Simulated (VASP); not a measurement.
# TaN in VASP: single point with PBE

Aim: the single point of TaN with PBE.

Everything below comes from runs of VASP 6.6.1. Logs are shortened: lines on timing, memory, paths and dates and some standing lists are left out, and cuts for length are marked.

**1. The cell of the first run**

The cell holds a wire or tube with vacuum around it, 4 atoms: a = 11.100 Å, b = 9.300 Å, c = 4.085 Å, α = 90.00°, β = 90.00°, γ = 90.00°.

**2. Single point, PBE, collinear spin, ferromagnetic start**

The input, INCAR:

```
PREC = Accurate ; ENCUT = 520
EDIFF = 1E-6 ; ISMEAR = 0
SIGMA = 0.05 ; LREAL = F
LASPH = T ; NELM = 200
ALGO = Normal ; ISIF = 2
LWAVE = F ; LCHARG = F
ISPIN = 2 ; MAGMOM = 1.5 1.5 0.5 0.5
LORBIT = 11 ; LMAXMIX = 4
GGA = PE ; NBANDS = 30
GGA_COMPAT = F
```

The input, KPOINTS:

```
Automatic mesh
0
Gamma
  1 1 16
```

The input, POSCAR:

```
TaN
1.0
   11.1000000000      0.0000000000      0.0000000000
    0.0000000000      9.3000000000      0.0000000000
    0.0000000000      0.0000000000      4.0848663410
Ta N
2 2
Direct
    0.4212676847      0.5000000000      0.0000000000
    0.5787323153      0.5000000000      0.5000000000
    0.4028391470      0.5000000000      0.5000000000
    0.5971608530      0.5000000000      0.0000000000
```

Potentials or basis: VASP PAW PBE potentials, release 64 (Ta_sv_GW, N).

The run is started by

```
> cat potpaw_PBE.64/Ta_sv_GW/POTCAR potpaw_PBE.64/N/POTCAR > POTCAR
> mpirun -np 1 vasp_std > vasp.out
```

OUTCAR:

```text
PREC = Accurate
   ENCUT = 520
   EDIFF = 1E-6
   ISMEAR = 0
   LREAL = F
   LASPH = T
   NELM = 200
   ISIF = 2
   ISPIN = 2
   LORBIT = 11
   GGA = PE

 ion  position               nearest neighbor table
   1  0.421  0.500  0.000-   4 1.95   3 2.05   3 2.05   2 2.69   2 2.69
   2  0.579  0.500  0.500-   3 1.95   4 2.05   4 2.05   1 2.69   1 2.69
   3  0.403  0.500  0.500-   2 1.95   1 2.05   1 2.05
   4  0.597  0.500  0.000-   1 1.95   2 2.05   2 2.05

  LATTYP: Found a simple orthorhombic cell.
 ALAT       =     4.0848663410
 B/A-ratio  =     2.2766962793
 C/A-ratio  =     2.7173471721

  Lattice vectors:

 A1 = (   0.0000000000,   0.0000000000,  -4.0848663410)
 A2 = (   0.0000000000,   9.3000000000,   0.0000000000)
 A3 = (  11.1000000000,   0.0000000000,   0.0000000000)

Analysis of symmetry for initial positions (statically):
=====================================================================
 Subroutine PRICEL returns:
 Original cell was already a primitive cell.

 Routine SETGRP: Setting up the symmetry group for a
 simple orthorhombic supercell.

 Subroutine GETGRP returns: Found  8 space group operations
 (whereof  4 operations were pure point group operations)
 out of a pool of  8 trial point group operations.

The static configuration has the point symmetry C_2v.
 The point group associated with its full space group is D_2h.

Analysis of symmetry for dynamics (positions and initial velocities):
=====================================================================
 Subroutine PRICEL returns:
 Original cell was already a primitive cell.

 Routine SETGRP: Setting up the symmetry group for a
 simple orthorhombic supercell.

 Subroutine GETGRP returns: Found  8 space group operations
 (whereof  4 operations were pure point group operations)
 out of a pool of  8 trial point group operations.

The dynamic configuration has the point symmetry C_2v.
 The point group associated with its full space group is D_2h.

Analysis of structural, dynamic, and magnetic symmetry:
=====================================================================
 Subroutine PRICEL returns:
 Original cell was already a primitive cell.

 Routine SETGRP: Setting up the symmetry group for a
 simple orthorhombic supercell.

 Subroutine GETGRP returns: Found  8 space group operations
 (whereof  4 operations were pure point group operations)
[... 118 lines left out ...]
   AEXX    =    0.0000 exact exchange contribution
   IVDW    =     0    specifies the selected vdW correction
   LEPSILON=     F    determine dielectric tensor
   LRPA    =     F    only Hartree local field effects (RPA)
 spin polarized calculation
 Gauss-broadening in eV      SIGMA  =   0.05
  energy-cutoff  :      520.00
  volume of cell :      421.68
 maximum number of plane-waves:     11389
 NGX is ok and might be reduce to    84
   NGX = 41   NGY = 35   NGZ = 15

 number of electron      36.0000000 magnetization       0.1038617

 Free energy of the ion-electron system (eV)
  ---------------------------------------------------
  ext. energy  EPLUGINS =         0.00000000
  ---------------------------------------------------
  free energy    TOTEN  =       -42.74079974 eV

  energy without entropy =      -42.73942336  energy(sigma->0) =      -42.74011155

 E-fermi :  -1.8060     XC(G=0):  -2.9717

 val. band max:       -1.8545111867   @ k =   0.0000   0.0000   0.4375
 cond. band min:      -1.7573268751   @ k =   0.0000   0.0000   0.4375
 fundamental gap:      0.0971843117
 Fermi energy:        -1.8059525184

 spin component 1

 k-point     1 :       0.0000    0.0000    0.0000
  band No.  band energies     occupation
      1     -70.6527      1.00000
      2     -70.5416      1.00000
      3     -37.6227      1.00000
      4     -37.3286      1.00000
      5     -37.2359      1.00000
      6     -37.1376      1.00000
[... 286 lines left out ...]
     29       2.9311      0.00000
     30       2.9311      0.00000
 Fermi energy:        -1.8059525184

 spin component 2

 k-point     1 :       0.0000    0.0000    0.0000
  band No.  band energies     occupation
      1     -70.6401      1.00000
      2     -70.5289      1.00000
      3     -37.6124      1.00000
      4     -37.3177      1.00000
      5     -37.2029      1.00000
      6     -37.1271      1.00000
[... 286 lines left out ...]
     29       2.9367      0.00000
     30       2.9367      0.00000

------------------------ aborting loop because EDIFF is reached ----------------------------------------

  FORCE on cell =-STRESS in cart. coord.  units (eV):
  Direction    XX          YY          ZZ          XY          YZ          ZX
  --------------------------------------------------------------------------------------
  -------------------------------------------------------------------------------------
  Total       -0.0188664     -0.3087385     -0.0299438      0.0000000      0.0000000      0.0000000
  in kB       -0.0716828     -1.1730528     -0.1137717      0.0000000      0.0000000      0.0000000
  external PRESSURE =      -0.4528358 kB  Pullay stress =       0.0000000 kB

 VOLUME and BASIS-vectors are now :
 -----------------------------------------------------------------------------
  energy-cutoff  :      520.00
  volume of cell :      421.68
      direct lattice vectors                 reciprocal lattice vectors
    11.100000000  0.000000000  0.000000000     0.090090090  0.000000000  0.000000000
     0.000000000  9.300000000  0.000000000     0.000000000  0.107526882  0.000000000
     0.000000000  0.000000000  4.084866341     0.000000000  0.000000000  0.244806052

 POSITION                                       TOTAL-FORCE (eV/Angst)
 -----------------------------------------------------------------------------------
      4.67607      4.65000      0.00000        -0.051675      0.000000      0.000000
      6.42393      4.65000      2.04243         0.051675      0.000000      0.000000
      4.47151      4.65000      2.04243        -0.042617      0.000000      0.000000
      6.62849      4.65000      0.00000         0.042617      0.000000      0.000000
 -----------------------------------------------------------------------------------
    total drift:                                0.000000      0.000000      0.000000

  FREE ENERGIE OF THE ION-ELECTRON SYSTEM (eV)
  ---------------------------------------------------
  free  energy   TOTEN  =       -42.7407997368 eV

  energy  without entropy=      -42.7394233641  energy(sigma->0) =      -42.74011155

 total charge

# of ion       s       p       d       f       tot
--------------------------------------------------
    1        3.502   6.025   2.387   0.096  12.011
    2        3.502   6.025   2.387   0.096  12.011
    3        1.278   2.442   0.000   0.000   3.720
    4        1.278   2.442   0.000   0.000   3.720
--------------------------------------------------
tot          9.561  16.935   4.773   0.192  31.461

 magnetization (x)

# of ion       s       p       d       f       tot
--------------------------------------------------
    1        0.021  -0.000   0.025  -0.000   0.046
    2        0.021  -0.000   0.025  -0.000   0.046
    3       -0.000  -0.002   0.000   0.000  -0.002
    4       -0.000  -0.002   0.000   0.000  -0.002
--------------------------------------------------
tot          0.041  -0.004   0.051  -0.000   0.088
```

OSZICAR:

```text
N       E                     dE             d eps       ncg     rms          rms(c)
DAV:   1     0.400083625736E+03    0.40008E+03   -0.15978E+04  1368   0.873E+02
DAV:   2     0.285112235703E+01   -0.39723E+03   -0.37426E+03  1760   0.244E+02
DAV:   3    -0.521446225772E+02   -0.54996E+02   -0.54419E+02  1392   0.108E+02
[... 25 lines left out ...]
DAV:  29    -0.427407805292E+02    0.12570E-05   -0.15689E-06  1118   0.434E-03    0.793E-03
DAV:  30    -0.427407849526E+02   -0.44234E-05   -0.28322E-07  1092   0.167E-03    0.506E-03
DAV:  31    -0.427407947386E+02   -0.97859E-05   -0.14771E-06   994   0.200E-03    0.446E-03
DAV:  32    -0.427407981928E+02   -0.34543E-05   -0.56334E-07  1106   0.167E-03    0.148E-03
DAV:  33    -0.427407993814E+02   -0.11886E-05   -0.18741E-07  1028   0.122E-03    0.119E-03
DAV:  34    -0.427407997368E+02   -0.35536E-06   -0.73786E-08  1038   0.766E-04
   1 F= -.42740800E+02 E0= -.42740112E+02  d E =-.137637E-02  mag=     0.1038
```

stdout:

```text
POSCAR found type information on POSCAR TaN
 POSCAR found :  2 types and       4 ions
 scaLAPACK will be used
 LDA part: xc-table for (Slater+PW92), standard interpolation
 POSCAR, INCAR and KPOINTS ok, starting setup
 FFT: planning ... GRIDC
 FFT: planning ... GRID_SOFT
 FFT: planning ... GRID
 WAVECAR not read
 entering main loop
```

It took 7.4 min on 1 thread of Intel Xeon Platinum 8375C at 2.90GHz (Ice Lake), shared host; peak memory 0.67 GiB.

Results:

| Item | Value |
| --- | --- |
| Free energy | -42.7408 eV |
| Largest force | 0.052 eV/Å |
| Net moment | 0.10 μB per cell |
| Site moments | Ta +0.05; N -0.00 μB |
| Valence electrons inside the program's atomic spheres | Ta 12.01; N 3.72 |

Forces in eV/Å, atoms in the order of the input:
```
Ta  -0.052  0.000  0.000
Ta   0.052  0.000  0.000
N   -0.043  0.000  0.000
N    0.043  0.000  0.000
```

Levels at points of the mesh, in eV from the Fermi level:
Spin up:
```tsv
k point	band 16	band 17	band 18	band 19	band 20	band 21
(0.00, 0.00, 0.00)	-3.01	-1.53	-1.37	-0.77	0.15	0.51
(0.00, 0.00, 0.50)	-4.61	-0.25	-0.25	1.16	1.16	1.59
```
Spin down:
```csv
k point,band 15,band 16,band 17,band 18,band 19,band 20,band 21,band 22
"(0.00, 0.00, 0.00)",-3.28,-3.00,-1.53,-1.29,-0.75,0.18,0.60,0.86
"(0.00, 0.00, 0.50)",-4.61,-4.61,-0.15,-0.15,1.19,1.19,1.60,1.60
```

Caveat: spin-orbit coupling is left out, which moves the levels of the heavy elements.
